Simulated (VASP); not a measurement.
# Cd (P6_3/mmc) in VASP: relaxation of cell and atoms with LDA

Aim: the relaxation of cell and atoms of Cd with LDA.

Everything below comes from runs of VASP 6.6.1. Logs are shortened: lines on timing, memory, paths and dates and some standing lists are left out, and cuts for length are marked.

### Step 1. The cell of the first run

Symmetry: P6_3/mmc, No. 194, hexagonal system. Conventional cell: a = 2.979 Å, b = 2.979 Å, c = 5.618 Å, α = 90.00°, β = 90.00°, γ = 120.00°. Within 3.9 Å of Cd (site symmetry -6m2) lie 12 Cd at 2.98 to 3.29 Å.

### Step 2. Relaxation of cell and atoms, LDA

The input, INCAR:

```
ALGO = Normal
EDIFF = 1E-6
EDIFFG = -0.002
ENCUT = 600
IBRION = 2
ISIF = 3
ISMEAR = -1
LASPH = True
LCHARG = False
LREAL = False
LWAVE = False
NELM = 60
NSW = 100
PREC = Accurate
SIGMA = 0.05
```

The input, KPOINTS:

```
k-points
0
Gamma
  18 18 8
```

The input, POSCAR:

```
Cd
1.0
    2.9788700000      0.0000000000      0.0000000000
   -1.4894350000      2.5797770946      0.0000000000
    0.0000000000      0.0000000000      5.6176500000
Cd
2
Direct
    0.3333333333      0.6666666667      0.2500000000
    0.6666666667      0.3333333333      0.7500000000
```

Potentials or basis: VASP PAW LDA potentials, release 64 (Cd).

Run with:

```console
$ cat potpaw_LDA.64/Cd/POTCAR > POTCAR
$ mpirun -np 1 vasp_std > vasp.out
```

OUTCAR:

```text
EDIFF = 1E-6
   EDIFFG = -0.002
   ENCUT = 600
   IBRION = 2
   ISIF = 3
   ISMEAR = -1
   LASPH = True
   LREAL = False
   NELM = 60
   NSW = 100
   PREC = Accurate

 ion  position               nearest neighbor table
   1  0.333  0.667  0.250-   2 3.29   2 3.29   2 3.29   2 3.29   2 3.29   2 3.29
   2  0.667  0.333  0.750-   1 3.29   1 3.29   1 3.29   1 3.29   1 3.29   1 3.29

  LATTYP: Found a hexagonal cell.
 ALAT       =     2.9788700000
 C/A-ratio  =     1.8858325472

  Lattice vectors:

 A1 = (   2.9788700000,   0.0000000000,   0.0000000000)
 A2 = (  -1.4894350000,   2.5797770946,   0.0000000000)
 A3 = (   0.0000000000,   0.0000000000,   5.6176500000)

Analysis of symmetry for initial positions (statically):
=====================================================================
 Subroutine PRICEL returns:
 Original cell was already a primitive cell.

 Routine SETGRP: Setting up the symmetry group for a
 hexagonal supercell.

 Subroutine GETGRP returns: Found 24 space group operations
 (whereof 12 operations were pure point group operations)
 out of a pool of 24 trial point group operations.

The static configuration has the point symmetry D_3d.
 The point group associated with its full space group is D_6h.

Analysis of symmetry for dynamics (positions and initial velocities):
=====================================================================
 Subroutine PRICEL returns:
 Original cell was already a primitive cell.

 Routine SETGRP: Setting up the symmetry group for a
 hexagonal supercell.

 Subroutine GETGRP returns: Found 24 space group operations
 (whereof 12 operations were pure point group operations)
 out of a pool of 24 trial point group operations.

The dynamic configuration has the point symmetry D_3d.
 The point group associated with its full space group is D_6h.

 Subroutine INISYM returns: Found 24 space group operations
 (whereof 12 operations are pure point group operations),
 and found     1 'primitive' translations

----------------------------------------------------------------------------------------

                                     Primitive cell

  volume of cell :      43.1706

  direct lattice vectors                    reciprocal lattice vectors
     2.978870000  0.000000000  0.000000000     0.335697765  0.193815195  0.000000000
    -1.489435000  2.579777095  0.000000000     0.000000000  0.387630389  0.000000000
     0.000000000  0.000000000  5.617650000     0.000000000  0.000000000  0.178010378

  length of vectors
     2.978870000  2.978870000  5.617650000     0.387630390  0.387630389  0.178010378

  position of ions in fractional coordinates (direct lattice)
     0.333333333  0.666666667  0.250000000
     0.666666667  0.333333333  0.750000000

  ion indices of the primitive-cell ions
   primitive index   ion index
                 1           1
                 2           2

----------------------------------------------------------------------------------------

 KPOINTS: k-points

Automatic generation of k-mesh.
 Grid dimensions read from file:
 generate k-points for:   18   18    8

 Generating k-lattice:

  Cartesian coordinates                     Fractional coordinates (reciprocal lattice)
     0.018649876  0.010767511  0.000000000     0.055555556  0.000000000  0.000000000
     0.000000000  0.021535022  0.000000000     0.000000000  0.055555556  0.000000000
     0.000000000  0.000000000  0.022251297     0.000000000  0.000000000  0.125000000

  Length of vectors
     0.021535022  0.021535022  0.022251297

  Shift w.r.t. Gamma in fractional coordinates (k-lattice)
     0.000000000  0.000000000  0.000000000

 Subroutine IBZKPT returns following result:
 ===========================================

 Found    185 irreducible k-points:

 Following reciprocal coordinates:
            Coordinates               Weight
  0.000000  0.000000  0.000000      1.000000
  0.055556  0.000000  0.000000      6.000000
  0.111111  0.000000  0.000000      6.000000
  0.166667  0.000000  0.000000      6.000000
  0.222222 -0.000000  0.000000      6.000000
  0.277778 -0.000000  0.000000      6.000000
[... 16 lines left out ...]
  0.333333  0.111111  0.000000     12.000000
  0.388889  0.111111  0.000000     12.000000
 [... further k-points ...]
   k-points           NKPTS =    185   k-points in BZ     NKDIM =    185   number of bands    NBANDS=     16
   number of dos      NEDOS =    301   number of ions     NIONS =      2
   total plane-waves  NPLWV =  27648
   dimension x,y,z NGX =    24 NGY =   24 NGZ =   48
   dimension x,y,z NGXF=    48 NGYF=   48 NGZF=   96
   ions per type =               2
   NGX,Y,Z   is equivalent  to a cutoff of  13.39, 13.39, 14.20 a.u.
   NGXF,Y,Z  is equivalent  to a cutoff of  26.79, 26.79, 28.41 a.u.
 SYSTEM =  unknown system
   PREC   = accura    normal or accurate (medium, high low for compatibility)
   ISTART =      0    job   : 0-new  1-cont  2-samecut
   ICHARG =      2    charge: 1-file 2-atom 10-const
   ISPIN  =      1    spin polarized calculation?
   LNONCOLLINEAR =      F non collinear calculations
   LSORBIT =      F    spin-orbit coupling
   LASPH  =      T    aspherical Exc in radial PAW
   ENCUT  =  600.0 eV  44.10 Ry    6.64 a.u.   5.95  5.95 11.22*2*pi/ulx,y,z
   NELM   =     60;   NELMIN=  2; NELMDL= -5     # of ELM steps
   EDIFF  = 0.1E-05   stopping-criterion for ELM
   LREAL  =      F    real-space projection
   EDIFFG = -.2E-02   stopping-criterion for IOM
   NSW    =    100    number of steps for IOM
   IBRION =      2    ionic relax: 0-MD 1-quasi-New 2-CG
   NFREE  =      1    steps in history (QN), initial steepest desc. (CG)
   ISIF   =      3    stress and relaxation
   ISYM   =      2    0-nonsym 1-usesym 2-fastsym
   POTIM  = 0.5000    time-step for ionic-motion
   TEBEG  =    0.0;   TEEND  =   0.0 temperature during run
   PSTRESS=    0.0 pullay stress
   NELECT =      24.0000    total number of electrons
   NUPDOWN=      -1.0000    fix difference up-down
   EMIN   =  10.00;   EMAX   =-10.00  energy-range for DOS
   EFERMI =   0.00;   METHOD = LEGACY
   ISMEAR =    -1;   SIGMA  =   0.05  broadening in eV -4-tet -1-fermi 0-gaus
   EFERMI_NEDOS =   21; number of points for ismear=-14 and -15
   IALGO  =     38    algorithm
   IMIX   =      4    mixing-type and parameters
     AMIX     =   0.40;   BMIX     =  1.00
     AMIX_MAG =   1.60;   BMIX_MAG =  1.00
  volume/ion in A,a.u.               =      21.59       145.66
  Fermi-wavevector in a.u.,A,eV,Ry     =   1.346116  2.543790 24.654136  1.812028
  Thomas-Fermi vector in A             =   2.473974
   LORBIT       =      0    0 simple, 1 ext, 2 COOP (PROOUT), +10 PAW based schemes
   GGA     = CA    functional components
   LHFCALC =     F    Hartree Fock is set to
   AEXX    =    0.0000 exact exchange contribution
   IVDW    =     0    specifies the selected vdW correction
   LEPSILON=     F    determine dielectric tensor
   LRPA    =     F    only Hartree local field effects (RPA)
 conjugate gradient relaxation of ions
 non-spin polarized calculation
  energy-cutoff  :      600.00
  volume of cell :       43.17
 maximum number of plane-waves:      1460
 NGX is ok and might be reduce to    24
   NGX = 11   NGY = 11   NGZ = 23

--------------------------------------- Ionic step        1  -------------------------------------------

 number of electron      24.0000000 magnetization

 Free energy of the ion-electron system (eV)
  ---------------------------------------------------
  ext. energy  EPLUGINS =         0.00000000
  ---------------------------------------------------
  free energy    TOTEN  =        -3.00774610 eV

  energy without entropy =       -3.00297615  energy(sigma->0) =       -3.00536112

------------------------ aborting loop because EDIFF is reached ----------------------------------------

  FORCE on cell =-STRESS in cart. coord.  units (eV):
  Direction    XX          YY          ZZ          XY          YZ          ZX
  --------------------------------------------------------------------------------------
  -------------------------------------------------------------------------------------
  Total       -1.2184344     -1.2184344     -0.8114771      0.0000000      0.0000000      0.0000000
  in kB      -45.2193496    -45.2193496    -30.1160799      0.0000000      0.0000000      0.0000000
  external PRESSURE =     -40.1849264 kB  Pullay stress =       0.0000000 kB
[... 89 lines left out ...]
  FREE ENERGIE OF THE ION-ELECTRON SYSTEM (eV)
  ---------------------------------------------------
  free  energy   TOTEN  =        -3.0457524736 eV

  energy  without entropy=       -3.0421755635  energy(sigma->0) =       -3.04396402

[... ionic steps 4 to 20 ...]

--------------------------------------- Ionic step       21  -------------------------------------------

 number of electron      24.0000001 magnetization

------------------------ aborting loop because EDIFF is reached ----------------------------------------

  FORCE on cell =-STRESS in cart. coord.  units (eV):
  Direction    XX          YY          ZZ          XY          YZ          ZX
  --------------------------------------------------------------------------------------
  -------------------------------------------------------------------------------------
  Total        0.0041658      0.0041658     -0.0018745      0.0000000      0.0000000      0.0000000
  in kB        0.1650450      0.1650450     -0.0742657      0.0000000      0.0000000      0.0000000
  external PRESSURE =       0.0852748 kB  Pullay stress =       0.0000000 kB
[... 57 lines left out ...]
  energy  without entropy=       -3.0421155322  energy(sigma->0) =       -3.04393858

--------------------------------------- Ionic step       23  -------------------------------------------

 number of electron      24.0000001 magnetization

 Free energy of the ion-electron system (eV)
  ---------------------------------------------------
  ext. energy  EPLUGINS =         0.00000000
  ---------------------------------------------------
  free energy    TOTEN  =        -3.04576234 eV

  energy without entropy =       -3.04211554  energy(sigma->0) =       -3.04393894

 E-fermi :   3.3211     XC(G=0): -11.7176

 val. band max:        3.3188551880   @ k =   0.0556   0.0000   0.2500
 cond. band min:       3.3288905794   @ k =   0.2222   0.0556   0.1250
 fundamental gap:      0.0100353914
 Fermi energy:         3.3210721912

 k-point     1 :       0.0000    0.0000    0.0000
  band No.  band energies     occupation
      1      -6.9491      2.00000
      2      -6.6729      2.00000
      3      -6.1756      2.00000
      4      -6.1756      2.00000
      5      -6.1173      2.00000
      6      -6.1173      2.00000
[... 8 lines left out ...]
     15      18.1049      0.00000
     16      18.6703      0.00000
[... 420 lines left out ...]
  band No.  band energies     occupation
      1      -6.9233      2.00000
      2      -6.7002      2.00000
      3      -6.6082      2.00000
      4      -6.0911      2.00000
      5      -5.9123      2.00000
      6      -5.8060      2.00000
[... 8 lines left out ...]
     15       7.8955      0.00000
     16       9.5576      0.00000

 [... further k-points ...]

------------------------ aborting loop because EDIFF is reached ----------------------------------------

  FORCE on cell =-STRESS in cart. coord.  units (eV):
  Direction    XX          YY          ZZ          XY          YZ          ZX
  --------------------------------------------------------------------------------------
  -------------------------------------------------------------------------------------
  Total        0.0019195      0.0019195      0.0002780      0.0000000     -0.0000000      0.0000000
  in kB        0.0760273      0.0760273      0.0110121      0.0000000     -0.0000000      0.0000000
  external PRESSURE =       0.0543556 kB  Pullay stress =       0.0000000 kB
[... 17 lines left out ...]
  FREE ENERGIE OF THE ION-ELECTRON SYSTEM (eV)
  ---------------------------------------------------
  free  energy   TOTEN  =        -3.0457623433 eV

  energy  without entropy=       -3.0421155433  energy(sigma->0) =       -3.04393894

 reached required accuracy - stopping structural energy minimisation
```

Wall time 9.4 min (1 thread of Intel Xeon 8259CL, shared host); peak memory 0.26 GiB.

What came out:

```
Free energy                           : -3.0458 eV
Relaxed volume                        : 20.23 Å³/atom
Relaxed cell                          : a = 2.909 Å, b = 2.909 Å, c = 5.521 Å, α = 90.00°, β = 90.00°, γ = 120.00°
Space group after relaxing (to 0.1 Å) : P6_3/mmc (No. 194)
Energy gained by relaxing             : 19.0 meV/atom
Ionic steps                           : 23
Pressure after relaxing               : 0.0 GPa
Band gap on the k mesh                : zero (bands 12 and 13 overlap by 4.72 eV)
```

The path:
| step | energy change (eV) | largest force (eV/Å) | pressure (GPa) | volume (Å³) |
| --- | --- | --- | --- | --- |
| 1 | 0.0000 | 0.0000 | -4.02 | 43.17 |
| 2 | -0.0357 | 0.0000 | 1.20 | 39.87 |
| 3 | -0.0380 | 0.0000 | 0.00 | 40.47 |
| 4 | -0.0380 | 0.0000 | -0.07 | 40.52 |
| 5 | -0.0380 | 0.0000 | -0.11 | 40.52 |
| 6 | -0.0380 | 0.0000 | -0.07 | 40.51 |
| 7 | -0.0380 | 0.0000 | -0.08 | 40.51 |
| 8 | -0.0380 | 0.0000 | -0.08 | 40.50 |
| 9 | -0.0380 | 0.0000 | -0.02 | 40.47 |
| 10 | -0.0380 | 0.0000 | -0.01 | 40.46 |
| 11 | -0.0380 | 0.0000 | -0.02 | 40.46 |
| 12 | -0.0380 | 0.0000 | 0.02 | 40.45 |
| 13 | -0.0380 | 0.0000 | 0.02 | 40.45 |
| 14 | -0.0380 | 0.0000 | 0.00 | 40.46 |
| 15 | -0.0380 | 0.0000 | 0.00 | 40.47 |
| 16 | -0.0380 | 0.0000 | -0.03 | 40.47 |
| 17 | -0.0380 | 0.0000 | -0.02 | 40.47 |
| 18 | -0.0380 | 0.0000 | -0.03 | 40.47 |
| 19 | -0.0380 | 0.0000 | -0.02 | 40.47 |
| 20 | -0.0380 | 0.0000 | -0.02 | 40.46 |
| 21 | -0.0380 | 0.0000 | 0.01 | 40.44 |
| 22 | -0.0380 | 0.0000 | 0.02 | 40.44 |
| 23 | -0.0380 | 0.0000 | 0.01 | 40.45 |

Final structure:
```
Cd
1.0
     2.90860    0.00000    0.00000
    -1.45430    2.51893    0.00000
     0.00000    0.00000    5.52123
Cd
2
Cartesian
  0.0000 1.6793 1.3803
  1.4543 0.8396 4.1409
```
